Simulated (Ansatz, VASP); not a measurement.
## Two plane-wave programs on CdTe

File POSCAR:

```
CdTe
1.0
    0.0000000000      3.1487569112      3.4485483051
    3.1487569112      0.0000000000      3.4485483051
    3.1487569112      3.1487569112      0.0000000000
Cd Te
1 1
Direct
    0.0000000000      0.0000000000      0.0000000000
    0.2500000000      0.2500000000      0.2500000000
```

INCAR.step1

```
SYSTEM = CdTe
PREC = Accurate
ENCUT = 520
ISMEAR = 0
SIGMA = 0.01
LREAL = .False.
LASPH = .True.
NELM = 100
NBANDS = 16
GGA = PE
ALGO = Normal
EDIFF = 1E-4
LWAVE = .True.
LCHARG = .False.
```

INCAR.step2

```
SYSTEM = CdTe
PREC = Accurate
ENCUT = 520
EDIFF = 1E-6
ISMEAR = 0
SIGMA = 0.01
LREAL = .False.
LASPH = .True.
NELM = 100
ALGO = Normal
ISIF = 2
LWAVE = .False.
LCHARG = .True.
METAGGA = R2SCAN
LMIXTAU = .True.
LELF = .True.
LVHAR = .True.
NBANDS = 16
ISTART = 1
```

KPOINTS

```
Automatic mesh
0
Gamma
  6 6 6
  0 0 0
```

Input for Ansatz:

```yaml
crystal:
  lattice:
    - [0.0, 3.1487569112, 3.4485483051]
    - [3.1487569112, 0.0, 3.4485483051]
    - [3.1487569112, 3.1487569112, 0.0]
  atoms:
    - { symbol: Cd, position: [0.0, 0.0, 0.0] }
    - { symbol: Te, position: [0.25, 0.25, 0.25] }
kpoints:
  mp_grid: { grid: [6, 6, 6] }
  band_path:
    path:
      - [0.0, 0.0, 0.0]
      - [-0.5, -0.5, 0.0]
      - [-0.375, -0.375, 0.25]
      - [-0.375, 0.0, 0.375]
      - [0.0, 0.0, 0.5]
      - [-0.5, -0.25, 0.25]
    npoints: 1
hamiltonian:
  xc: r2scan
scf:
  occupations: { method: fixed }
  n_extra_bands: 4
output:
  forces: true
  stress: true
  eigenvalues: true
```

Change from the starting cell: epitaxial_xy strain -4.0%.

Alike in both runs: task single point; functional r2SCAN; k mesh 6 × 6 × 6; no spin polarisation.

```csv
,VASP,Ansatz
version,VASP 6.6.1,Ansatz 0.2.0
potentials or method,"VASP PAW PBE potentials, release 64 (Cd, Te)","plane waves, PAW"
plane-wave cutoff (eV),520,500
occupations,"gaussian, width 0.01 eV",fixed
valence electrons in the cell,18,36
```

```csv
,VASP,Ansatz,Ansatz less VASP
gap on the k mesh at the Fermi level (eV),1.11,1.11,+0.006
pressure (GPa),1.3,1.2,-0.13
"traceless stress, the component that is largest in VASP (GPa)",-1.19,-1.19,+0.003
```

VASP's potentials were made for PBE, not for r2SCAN. VASP's potentials hold 18 valence electrons a cell and Ansatz's 36, so a difference there can come from the potentials and not from the codes.

Neither program's run includes spin-orbit coupling.
